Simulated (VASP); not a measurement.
The system is Hg.

```xyz
2
Lattice="0.0000 3.1464 3.1464 3.1464 0.0000 3.1464 3.1464 3.1464 0.0000" Properties=species:S:1:pos:R:3 pbc="T T T"
Hg    0.7866    0.7866    0.7866
Hg    5.5062    5.5062    5.5062
```

* Program: VASP 6.6.1
* Task: relaxation of cell and atoms
* Functional: revPBE
* Potentials or basis: VASP PAW PBE potentials, release 64 (Hg_sv_GW)
* Cutoff: 550 eV
* k mesh: 9 × 9 × 9
* Occupations: fermi-dirac, width 0.1 eV
* Spin: no spin polarisation

At the start: pressure 9.1 GPa; volume 31.15 Å³/atom.

Task: Where does the relaxation end?

Result: Over 4 steps the energy falls by 226.1 meV/atom and the volume is 43.57 Å³/atom (+39.9 %); space group Fd-3m (No. 227, to 0.1 Å) before and after.

The path:
| step | energy change (eV) | largest force (eV/Å) | pressure (GPa) | volume (Å³) |
| --- | --- | --- | --- | --- |
| 1 | 0.0000 | 0.0000 | 9.09 | 62.30 |
| 2 | -0.4371 | 0.0000 | 0.82 | 79.63 |
| 3 | -0.4464 | 0.0000 | 0.43 | 82.08 |
| 4 | -0.4523 | 0.0000 | -0.02 | 87.15 |

Final structure:
```
CELL_PARAMETERS angstrom
0.00000 3.51890 3.51890
3.51890 0.00000 3.51890
3.51890 3.51890 0.00000
ATOMIC_POSITIONS crystal
Hg 0.12500 0.12500 0.12500
Hg 0.87500 0.87500 0.87500
```

Caveat: the volume moved by over 15 % at a fixed basis, so the end points are rough; the PAW data sets were made with another functional, which shifts forces and pressure a little.
